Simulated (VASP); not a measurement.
Wanted: the native input for a VASP 6.6.1 run.

* Task: dielectric tensor
* Functional: LDA
* Potentials or basis: VASP PAW LDA potentials, release 64 (Cl, Li_sv)
* Cutoff: 650 eV
* k mesh: 9 × 9 × 9
* Occupations: gaussian, width 0.01 eV
* Spin: no spin polarisation
* Dipole correction: no
* Further INCAR settings: ALGO = Normal; EDIFF = 1e-08

The structure of LiCl lies in POSCAR:

```
LiCl
1.0
    0.0000000000      2.5647700000      2.5647700000
    2.5647700000      0.0000000000      2.5647700000
    2.5647700000      2.5647700000      0.0000000000
Cl Li
1 1
Direct
    0.5000000000      0.5000000000      0.5000000000
    0.0000000000      0.0000000000      0.0000000000
```

These files were run (other wordings do the same):

INCAR

```
SYSTEM = LiCl
ALGO = Normal
EDIFF = 1E-8
ENCUT = 650
GGA = CA
GGA_COMPAT = .FALSE.
ISIF = 2
ISMEAR = 0
LASPH = .TRUE.
LCHARG = .FALSE.
LEPSILON = .TRUE.
LREAL = .FALSE.
LWAVE = .FALSE.
NELM = 120
PREC = Accurate
SIGMA = 0.01
```

KPOINTS

```
k-points
0
G
  9 9 9
  0 0 0
```

Potentials or basis: VASP PAW LDA potentials, release 64 (Cl, Li_sv).

Run with:

```sh
$ cat potpaw_LDA.64/Cl/POTCAR potpaw_LDA.64/Li_sv/POTCAR > POTCAR
$ mpirun -np 1 vasp_std > vasp.out
```

It gave:

The band gap on the k mesh is 6.00 eV. The electronic dielectric tensor (diagonal) is 3.05 and the born charges (mean of the diagonal) is Cl -1.19; Li +1.19 e.

Caveat: an odd mesh through Γ misses points on the zone boundary, where band edges can lie.

Run time: 4.2 min on 1 thread of Intel(R) Xeon(R) Platinum 8488C (Sapphire Rapids), with other jobs on the host, peak memory 0.22 GiB.
